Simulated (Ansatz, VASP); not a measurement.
BN: VASP beside Ansatz

The input POSCAR:

```
BN
1.0
    2.5439493114      0.0000000000      0.0000000000
   -1.2719746557      2.2031247296      0.0000000000
    0.0000000000      0.0000000000      4.2078167820
B N
2 2
Direct
    0.6666666667      0.3333333333      0.0002035746
    0.3333333333      0.6666666667      0.5002035746
    0.6666666667      0.3333333333      0.3747964254
    0.3333333333      0.6666666667      0.8747964254
```

Contents of INCAR.step1:

```
PREC     = Accurate       # precision mode
ENCUT    = 520            # plane-wave cutoff, eV
ISMEAR   = 0              # smearing method
SIGMA    = 0.01           # smearing width, eV
LREAL    = F              # projectors in reciprocal space
LASPH    = T              # aspherical terms in the spheres
NELM     = 80             # most SCF steps
NBANDS   = 16             # bands
GGA      = PE             # functional
ALGO     = Normal         # electronic algorithm
EDIFF    = 1E-4           # SCF threshold, eV
LWAVE    = T              # write WAVECAR
LCHARG   = F              # write CHGCAR
```

INCAR.step2

```
PREC     = Accurate       # precision mode
ENCUT    = 520            # plane-wave cutoff, eV
EDIFF    = 1E-7           # SCF threshold, eV
ISMEAR   = 0              # smearing method
SIGMA    = 0.01           # smearing width, eV
LREAL    = F              # projectors in reciprocal space
LASPH    = T              # aspherical terms in the spheres
NELM     = 80             # most SCF steps
ALGO     = Normal         # electronic algorithm
ISIF     = 2              # what is computed and relaxed
LWAVE    = F              # write WAVECAR
LCHARG   = T              # write CHGCAR
METAGGA  = R2SCAN         # meta-GGA
LMIXTAU  = T            
LELF     = T              # ELF
LVHAR    = T            
NBANDS   = 16             # bands
ISTART   = 1
```

File KPOINTS:

```
regular mesh
0
Gamma
  12 12 6
```

Input for Ansatz:

```yaml
crystal:
  lattice:
    - [2.5439493114, 0.0, 0.0]
    - [-1.2719746557, 2.2031247296, 0.0]
    - [0.0, 0.0, 4.207816782]
  atoms:
    - { symbol: B, position: [0.6666666667, 0.3333333333, 0.0002035746] }
    - { symbol: B, position: [0.3333333333, 0.6666666667, 0.5002035746] }
    - { symbol: "N", position: [0.6666666667, 0.3333333333, 0.3747964254] }
    - { symbol: "N", position: [0.3333333333, 0.6666666667, 0.8747964254] }
kpoints:
  mp_grid: { grid: [12, 12, 6] }
  band_path:
    path:
      - [0.0, 0.0, 0.0]
      - [0.5, 0.0, 0.0]
      - [0.3333333333, 0.3333333333, 0.0]
      - [0.0, 0.0, 0.5]
      - [0.5, 0.0, 0.5]
      - [0.3333333333, 0.3333333333, 0.5]
      - [0.1, 0.0, 0.0]
    npoints: 1
hamiltonian:
  xc: r2scan
scf:
  occupations: { method: fixed }
  n_extra_bands: 5
output:
  forces: true
  stress: true
  eigenvalues: true
```

Alike in both runs: task single point; functional r2SCAN; k mesh 12 × 12 × 6; no spin polarisation.

|  | VASP | Ansatz |
| --- | --- | --- |
| version | VASP 6.6.1 | Ansatz 0.2.0 |
| potentials or method | VASP PAW PBE potentials, release 64 (B, N) | plane waves, PAW |
| plane-wave cutoff (eV) | 520 | 500 |
| occupations | gaussian, width 0.01 eV | fixed |
| valence electrons in the cell | 16 | 16 |

|  | VASP | Ansatz | Ansatz less VASP |
| --- | --- | --- | --- |
| gap on the k mesh at the Fermi level (eV) | 5.72 | 5.75 | +0.034 |
| pressure (GPa) | 1.1 | 0.0 | -1.12 |

VASP's potentials were made for PBE, not for r2SCAN.
